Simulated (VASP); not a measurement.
# Ti2SeS (P-6m2) in VASP: notebook

Runs on Ti2SeS. Level: PBE. Tasks: single point.

Program: VASP 6.6.1. These are calculated values, not measurements. Logs are shortened: lines on timing, memory, paths and dates and some standing lists are left out, and cuts for length are marked.

## 1. The cell of the first run

It takes space group P-6m2 (No. 187, hexagonal). Conventional cell: a = 3.342 Å, b = 3.342 Å, c = 6.627 Å, α = 90.00°, β = 90.00°, γ = 120.00°. Ti (site symmetry 3m) has 3 S at 2.49 Å and 3 Se at 2.60 Å and 1 Ti at 3.15 Å within 3.3 Å. Within 3.4 Å of Se (site symmetry -6m2) lie 6 Ti at 2.60 Å and 2 S at 3.31 Å and 6 Se at 3.34 Å. S (site symmetry -6m2) has 6 Ti at 2.49 Å within 3.3 Å.

## 2. Single point, PBE

Input file INCAR:

```
SYSTEM = Ti2SeS
PREC = Accurate
ENCUT = 520
EDIFF = 1E-6
ISMEAR = 0
SIGMA = 0.1
LREAL = .False.
LASPH = .True.
NELM = 100
ALGO = Normal
ISIF = 2
LWAVE = .False.
LCHARG = .False.
GGA = PE
NBANDS = 26
```

Input file KPOINTS:

```
Automatic mesh
0
Gamma
  12 12 6
  0 0 0
```

Input file POSCAR:

```
Ti2SeS
1.0
    3.3421751103      0.0000000000      0.0000000000
   -1.6710875552      2.8944085494      0.0000000000
    0.0000000000      0.0000000000      6.6269985836
Ti Se S
2 1 1
Direct
    0.0000000000      0.0000000000      0.2379978993
    0.0000000000      0.0000000000      0.7620021007
    0.3333333333      0.6666666667      0.5000000000
    0.3333333333      0.6666666667      0.0000000000
```

Potentials or basis: VASP PAW PBE potentials, release 64 (Ti_sv, Se, S).

The run is started by

```sh
$ cat potpaw_PBE.64/Ti_sv/POTCAR potpaw_PBE.64/Se/POTCAR potpaw_PBE.64/S/POTCAR > POTCAR
$ mpirun -np 1 vasp_std > vasp.out
```

OUTCAR:

```text
SYSTEM = Ti2SeS
   PREC = Accurate
   ENCUT = 520
   EDIFF = 1E-6
   ISMEAR = 0
   LREAL = .False.
   LASPH = .True.
   NELM = 100
   ISIF = 2
   GGA = PE

 ion  position               nearest neighbor table
   1  0.000  0.000  0.238-   4 2.49   4 2.49   4 2.49   3 2.60   3 2.60   3 2.60
   2  0.000  0.000  0.762-   4 2.49   4 2.49   4 2.49   3 2.60   3 2.60   3 2.60
   3  0.333  0.667  0.500-   1 2.60   2 2.60   1 2.60   2 2.60   1 2.60   2 2.60
   4  0.333  0.667  0.000-   1 2.49   2 2.49   1 2.49   2 2.49   1 2.49   2 2.49

  LATTYP: Found a hexagonal cell.
 ALAT       =     3.3421751103
 C/A-ratio  =     1.9828400263

  Lattice vectors:

 A1 = (   3.3421751103,   0.0000000000,   0.0000000000)
 A2 = (  -1.6710875552,   2.8944085494,   0.0000000000)
 A3 = (   0.0000000000,   0.0000000000,   6.6269985836)

Analysis of symmetry for initial positions (statically):
=====================================================================
 Subroutine PRICEL returns:
 Original cell was already a primitive cell.

 Routine SETGRP: Setting up the symmetry group for a
 hexagonal supercell.

 Subroutine GETGRP returns: Found 12 space group operations
 (whereof 12 operations were pure point group operations)
 out of a pool of 24 trial point group operations.

The static configuration has the point symmetry D_3h.

Analysis of symmetry for dynamics (positions and initial velocities):
=====================================================================
 Subroutine PRICEL returns:
 Original cell was already a primitive cell.

 Routine SETGRP: Setting up the symmetry group for a
 hexagonal supercell.

 Subroutine GETGRP returns: Found 12 space group operations
 (whereof 12 operations were pure point group operations)
 out of a pool of 24 trial point group operations.

The dynamic configuration has the point symmetry D_3h.

 Subroutine INISYM returns: Found 12 space group operations
 (whereof 12 operations are pure point group operations),
 and found     1 'primitive' translations

----------------------------------------------------------------------------------------

                                     Primitive cell

  volume of cell :      64.1071

  direct lattice vectors                    reciprocal lattice vectors
     3.342175110  0.000000000  0.000000000     0.299206345  0.172746864  0.000000000
    -1.671087555  2.894408549  0.000000000     0.000000000  0.345493728  0.000000000
     0.000000000  0.000000000  6.626998584     0.000000000  0.000000000  0.150897874

  length of vectors
     3.342175110  3.342175110  6.626998584     0.345493728  0.345493728  0.150897874

  position of ions in fractional coordinates (direct lattice)
     0.000000000  0.000000000  0.237997899
     0.000000000  0.000000000  0.762002101
     0.333333333  0.666666667  0.500000000
     0.333333333  0.666666667  0.000000000

  ion indices of the primitive-cell ions
   primitive index   ion index
                 1           1
                 2           2
                 3           3
                 4           4

----------------------------------------------------------------------------------------

 KPOINTS: Automatic mesh

Automatic generation of k-mesh.
 Grid dimensions read from file:
 generate k-points for:   12   12    6

 Generating k-lattice:

  Cartesian coordinates                     Fractional coordinates (reciprocal lattice)
     0.024933862  0.014395572  0.000000000     0.083333333 -0.000000000  0.000000000
     0.000000000  0.028791144  0.000000000     0.000000000  0.083333333  0.000000000
     0.000000000  0.000000000  0.025149646     0.000000000  0.000000000  0.166666667

  Length of vectors
     0.028791144  0.028791144  0.025149646

  Shift w.r.t. Gamma in fractional coordinates (k-lattice)
     0.000000000  0.000000000  0.000000000

 Subroutine IBZKPT returns following result:
 ===========================================

 Found     76 irreducible k-points:

 Following reciprocal coordinates:
            Coordinates               Weight
  0.000000  0.000000  0.000000      1.000000
  0.083333  0.000000  0.000000      6.000000
  0.166667  0.000000  0.000000      6.000000
  0.250000  0.000000  0.000000      6.000000
  0.333333  0.000000  0.000000      6.000000
  0.416667  0.000000  0.000000      6.000000
[... 16 lines left out ...]
  0.250000  0.000000  0.166667     12.000000
  0.333333  0.000000  0.166667     12.000000
 [... further k-points ...]
   k-points           NKPTS =     76   k-points in BZ     NKDIM =     76   number of bands    NBANDS=     26
   number of dos      NEDOS =    301   number of ions     NIONS =      4
   total plane-waves  NPLWV =  39200
   dimension x,y,z NGX =    28 NGY =   28 NGZ =   50
   dimension x,y,z NGXF=    56 NGYF=   56 NGZF=  100
   ions per type =               2   1   1
   NGX,Y,Z   is equivalent  to a cutoff of  13.93, 13.93, 12.54 a.u.
   NGXF,Y,Z  is equivalent  to a cutoff of  27.86, 27.86, 25.09 a.u.
 SYSTEM =  Ti2SeS
   PREC   = accura    normal or accurate (medium, high low for compatibility)
   ISTART =      0    job   : 0-new  1-cont  2-samecut
   ICHARG =      2    charge: 1-file 2-atom 10-const
   ISPIN  =      1    spin polarized calculation?
   LNONCOLLINEAR =      F non collinear calculations
   LSORBIT =      F    spin-orbit coupling
   LASPH  =      T    aspherical Exc in radial PAW
   ENCUT  =  520.0 eV  38.22 Ry    6.18 a.u.   6.21  6.21 12.32*2*pi/ulx,y,z
   NELM   =    100;   NELMIN=  2; NELMDL= -5     # of ELM steps
   EDIFF  = 0.1E-05   stopping-criterion for ELM
   LREAL  =      F    real-space projection
   EDIFFG = 0.1E-04   stopping-criterion for IOM
   NSW    =      0    number of steps for IOM
   IBRION =     -1    ionic relax: 0-MD 1-quasi-New 2-CG
   NFREE  =      0    steps in history (QN), initial steepest desc. (CG)
   ISIF   =      2    stress and relaxation
   ISYM   =      2    0-nonsym 1-usesym 2-fastsym
   POTIM  = 0.5000    time-step for ionic-motion
   TEBEG  =    0.0;   TEEND  =   0.0 temperature during run
   PSTRESS=    0.0 pullay stress
   NELECT =      36.0000    total number of electrons
   NUPDOWN=      -1.0000    fix difference up-down
   EMIN   =  10.00;   EMAX   =-10.00  energy-range for DOS
   EFERMI =   0.00;   METHOD = LEGACY
   ISMEAR =     0;   SIGMA  =   0.10  broadening in eV -4-tet -1-fermi 0-gaus
   EFERMI_NEDOS =   21; number of points for ismear=-14 and -15
   IALGO  =     38    algorithm
   IMIX   =      4    mixing-type and parameters
     AMIX     =   0.40;   BMIX     =  1.00
     AMIX_MAG =   1.60;   BMIX_MAG =  1.00
  volume/ion in A,a.u.               =      16.03       108.15
  Fermi-wavevector in a.u.,A,eV,Ry     =   1.350642  2.552344 24.820220  1.824235
  Thomas-Fermi vector in A             =   2.478130
   LORBIT       =      0    0 simple, 1 ext, 2 COOP (PROOUT), +10 PAW based schemes
   GGA     = PE    functional components
   LHFCALC =     F    Hartree Fock is set to
   AEXX    =    0.0000 exact exchange contribution
   IVDW    =     0    specifies the selected vdW correction
   LEPSILON=     F    determine dielectric tensor
   LRPA    =     F    only Hartree local field effects (RPA)
 non-spin polarized calculation
 Gauss-broadening in eV      SIGMA  =   0.10
  energy-cutoff  :      520.00
  volume of cell :       64.11
 maximum number of plane-waves:      1765
 NGX is ok and might be reduce to    28
   NGX = 13   NGY = 13   NGZ = 25

 number of electron      36.0000001 magnetization

 Free energy of the ion-electron system (eV)
  ---------------------------------------------------
  ext. energy  EPLUGINS =         0.00000000
  ---------------------------------------------------
  free energy    TOTEN  =       -28.49351540 eV

  energy without entropy =      -28.48975132  energy(sigma->0) =      -28.49163336

 E-fermi :   9.1243     XC(G=0): -11.5237

 val. band max:        9.0962652973   @ k =   0.3333   0.3333   0.1667
 cond. band min:       9.1326822609   @ k =   0.0833   0.0000   0.1667
 fundamental gap:      0.0364169636
 Fermi energy:         9.1242683066

 k-point     1 :       0.0000    0.0000    0.0000
  band No.  band energies     occupation
      1     -48.2210      2.00000
      2     -48.2095      2.00000
      3     -24.7056      2.00000
      4     -24.5522      2.00000
      5     -24.3845      2.00000
      6     -24.3845      2.00000
[... 18 lines left out ...]
     25      11.6766      0.00000
     26      11.6768      0.00000

 k-point     2 :       0.0833    0.0000    0.0000
  band No.  band energies     occupation
      1     -48.2200      2.00000
      2     -48.2084      2.00000
      3     -24.7027      2.00000
      4     -24.5506      2.00000
      5     -24.3955      2.00000
      6     -24.3870      2.00000
[... 18 lines left out ...]
     25      11.3617      0.00000
     26      11.5822      0.00000

 k-point     3 :       0.1667    0.0000    0.0000
  band No.  band energies     occupation
      1     -48.2171      2.00000
      2     -48.2056      2.00000
      3     -24.6949      2.00000
      4     -24.5464      2.00000
      5     -24.4254      2.00000
      6     -24.4079      2.00000
[... 18 lines left out ...]
     25      11.3446      0.00000
     26      11.7163      0.00000

 k-point     4 :       0.2500    0.0000    0.0000
  band No.  band energies     occupation
      1     -48.2131      2.00000
      2     -48.2018      2.00000
      3     -24.6842      2.00000
      4     -24.5406      2.00000
      5     -24.4660      2.00000
      6     -24.4448      2.00000
[... 18 lines left out ...]
     25      11.3947      0.00000
     26      12.2616      0.00000
[... 496 lines left out ...]
      1     -48.2165      2.00000
      2     -48.2062      2.00000
      3     -24.6866      2.00000
      4     -24.5549      2.00000
      5     -24.4244      2.00000
      6     -24.4089      2.00000
[... 18 lines left out ...]
     25      11.5361      0.00000
     26      11.7875      0.00000

 k-point    23 :       0.2500    0.0000    0.1667
  band No.  band energies     occupation
      1     -48.2125      2.00000
      2     -48.2024      2.00000
      3     -24.6763      2.00000
      4     -24.5489      2.00000
      5     -24.4647      2.00000
      6     -24.4460      2.00000
[... 18 lines left out ...]
     25      11.3483      0.00000
     26      12.2568      0.00000

 k-point    24 :       0.3333    0.0000    0.1667
  band No.  band energies     occupation
      1     -48.2086      2.00000
      2     -48.1985      2.00000
      3     -24.6660      2.00000
      4     -24.5428      2.00000
      5     -24.5047      2.00000
      6     -24.4829      2.00000
[... 18 lines left out ...]
     25      11.6413      0.00000
     26      12.6131      0.00000

 [... further k-points ...]

------------------------ aborting loop because EDIFF is reached ----------------------------------------

  FORCE on cell =-STRESS in cart. coord.  units (eV):
  Direction    XX          YY          ZZ          XY          YZ          ZX
  --------------------------------------------------------------------------------------
  -------------------------------------------------------------------------------------
  Total        0.0337944      0.0337944      0.0584457     -0.0000000      0.0000000      0.0000000
  in kB        0.8445956      0.8445956      1.4606869     -0.0000000      0.0000000      0.0000000
  external PRESSURE =       1.0499594 kB  Pullay stress =       0.0000000 kB

 VOLUME and BASIS-vectors are now :
 -----------------------------------------------------------------------------
  energy-cutoff  :      520.00
  volume of cell :       64.11
      direct lattice vectors                 reciprocal lattice vectors
     3.342175110  0.000000000  0.000000000     0.299206345  0.172746864  0.000000000
    -1.671087555  2.894408549  0.000000000     0.000000000  0.345493728  0.000000000
     0.000000000  0.000000000  6.626998584     0.000000000  0.000000000  0.150897874

 POSITION                                       TOTAL-FORCE (eV/Angst)
 -----------------------------------------------------------------------------------
      0.00000      0.00000      1.57721        -0.000000      0.000000     -0.001564
      0.00000      0.00000      5.04979        -0.000000     -0.000000      0.001564
     -0.00000      1.92961      3.31350         0.000000      0.000000      0.000000
     -0.00000      1.92961      0.00000         0.000000      0.000000      0.000000
 -----------------------------------------------------------------------------------
    total drift:                               -0.000000      0.000000     -0.000000

  FREE ENERGIE OF THE ION-ELECTRON SYSTEM (eV)
  ---------------------------------------------------
  free  energy   TOTEN  =       -28.4935153998 eV

  energy  without entropy=      -28.4897513202  energy(sigma->0) =      -28.49163336
```

Run time: 53 s. Hardware: 1 thread of Intel Xeon 6975P-C (Granite Rapids), shared host; peak memory 0.27 GiB.

What came out:

```yaml
Free_energy: -28.4935 eV
Pressure: 0.1 GPa
Band_gap_on_the_k_mesh: zero (band 18 reaches 9.23 eV, above the bottom of band 19 at 9.04 eV)
```

## 3. Single point, PBE

Input file INCAR:

```
SYSTEM = Ti2SeS
PREC     = Accurate       ! precision mode
ENCUT    = 520            ! plane-wave cutoff, eV
EDIFF    = 1E-6           ! SCF threshold, eV
ISMEAR   = 0              ! smearing method
SIGMA    = 0.1            ! smearing width, eV
LREAL    = .FALSE.        ! projectors in reciprocal space
LASPH    = .TRUE.         ! aspherical terms in the spheres
NELM     = 60             ! most SCF steps
ALGO     = Normal         ! electronic algorithm
ISIF     = 2              ! what is computed and relaxed
LWAVE    = .FALSE.        ! write WAVECAR
LCHARG   = .TRUE.         ! write CHGCAR
GGA      = PE             ! functional
LELF     = .TRUE.         ! ELF
LVHAR    = .TRUE.       
NBANDS   = 26             ! bands
```

Input file KPOINTS:

```
regular mesh
0
G
  12 12 6
  0 0 0
```

Input file POSCAR:

```
Ti2SeS
1.0
    3.3419070395      0.0000000000      0.0000000000
   -1.6709535198      2.8941763932      0.0000000000
    0.0000000000      0.0000000000      6.6272325597
Ti Se S
2 1 1
Direct
    0.0000000000      0.0000000000      0.2379917585
    0.0000000000      0.0000000000      0.7620082415
    0.3333333333      0.6666666667      0.5000000000
    0.3333333333      0.6666666667      0.0000000000
```

Potentials or basis: VASP PAW PBE potentials, release 64 (Ti_sv, Se, S).

The run is started by

```sh
$ cat potpaw_PBE.64/Ti_sv/POTCAR potpaw_PBE.64/Se/POTCAR potpaw_PBE.64/S/POTCAR > POTCAR
$ mpirun -np 1 vasp_std > vasp.out
```

OUTCAR:

```text
SYSTEM = Ti2SeS
   PREC = Accurate
   ENCUT = 520
   EDIFF = 1E-6
   ISMEAR = 0
   LREAL = .FALSE.
   LASPH = .TRUE.
   NELM = 60
   ISIF = 2
   GGA = PE

 ion  position               nearest neighbor table
   1  0.000  0.000  0.238-   4 2.49   4 2.49   4 2.49   3 2.60   3 2.60   3 2.60
   2  0.000  0.000  0.762-   4 2.49   4 2.49   4 2.49   3 2.60   3 2.60   3 2.60
   3  0.333  0.667  0.500-   1 2.60   2 2.60   1 2.60   2 2.60   1 2.60   2 2.60
   4  0.333  0.667  0.000-   1 2.49   2 2.49   1 2.49   2 2.49   1 2.49   2 2.49

  LATTYP: Found a hexagonal cell.
 ALAT       =     3.3419070395
 C/A-ratio  =     1.9830690924

  Lattice vectors:

 A1 = (   3.3419070395,   0.0000000000,   0.0000000000)
 A2 = (  -1.6709535198,   2.8941763932,   0.0000000000)
 A3 = (   0.0000000000,   0.0000000000,   6.6272325597)

Analysis of symmetry for initial positions (statically):
=====================================================================
 Subroutine PRICEL returns:
 Original cell was already a primitive cell.

 Routine SETGRP: Setting up the symmetry group for a
 hexagonal supercell.

 Subroutine GETGRP returns: Found 12 space group operations
 (whereof 12 operations were pure point group operations)
[... 170 lines left out ...]

 val. band max:        9.0976298949   @ k =   0.3333   0.3333   0.1667
 cond. band min:       9.1344579705   @ k =   0.0833   0.0000   0.1667
 fundamental gap:      0.0368280756
 Fermi energy:         9.1259955087

 k-point     1 :       0.0000    0.0000    0.0000
  band No.  band energies     occupation
      1     -48.2190      2.00000
      2     -48.2075      2.00000
      3     -24.7037      2.00000
      4     -24.5503      2.00000
      5     -24.3825      2.00000
      6     -24.3825      2.00000
[... 685 lines left out ...]
     25      11.6433      0.00000
     26      12.6154      0.00000

 [... further k-points ...]

------------------------ aborting loop because EDIFF is reached ----------------------------------------

  FORCE on cell =-STRESS in cart. coord.  units (eV):
  Direction    XX          YY          ZZ          XY          YZ          ZX
  --------------------------------------------------------------------------------------
  -------------------------------------------------------------------------------------
  Total        0.0460280      0.0460280      0.0639767     -0.0000000      0.0000000      0.0000000
  in kB        1.1504846      1.1504846      1.5991200     -0.0000000      0.0000000      0.0000000
  external PRESSURE =       1.3000297 kB  Pullay stress =       0.0000000 kB

 VOLUME and BASIS-vectors are now :
 -----------------------------------------------------------------------------
  energy-cutoff  :      520.00
  volume of cell :       64.10
      direct lattice vectors                 reciprocal lattice vectors
     3.341907040  0.000000000  0.000000000     0.299230346  0.172760721  0.000000000
    -1.670953520  2.894176393  0.000000000     0.000000000  0.345521442  0.000000000
     0.000000000  0.000000000  6.627232560     0.000000000  0.000000000  0.150892547

 POSITION                                       TOTAL-FORCE (eV/Angst)
 -----------------------------------------------------------------------------------
      0.00000      0.00000      1.57723         0.000000      0.000000     -0.000830
      0.00000      0.00000      5.05001         0.000000      0.000000      0.000830
     -0.00000      1.92945      3.31362        -0.000000     -0.000000     -0.000000
     -0.00000      1.92945      0.00000         0.000000      0.000000     -0.000000
 -----------------------------------------------------------------------------------
    total drift:                               -0.000000      0.000000     -0.000000

  FREE ENERGIE OF THE ION-ELECTRON SYSTEM (eV)
  ---------------------------------------------------
  free  energy   TOTEN  =       -28.4935078698 eV

  energy  without entropy=      -28.4897471035  energy(sigma->0) =      -28.49162749
```

stdout:

```text
POSCAR found type information on POSCAR TiSeS
 POSCAR found :  3 types and       4 ions
 scaLAPACK will be used
 LDA part: xc-table for (Slater+PW92), standard interpolation
 POSCAR, INCAR and KPOINTS ok, starting setup
 FFT: planning ... GRIDC
 FFT: planning ... GRID_SOFT
 FFT: planning ... GRID
 WAVECAR not read
 entering main loop
```

Run time: 58 s. Hardware: 1 thread of Intel Xeon 6975P-C (Granite Rapids), shared host; peak memory 0.27 GiB.

Results:

```
Free energy            : -28.4935 eV
Pressure               : 0.1 GPa
Band gap on the k mesh : zero (band 18 reaches 9.24 eV, above the bottom of band 19 at 9.05 eV)
```

[end of part 1 of 2]
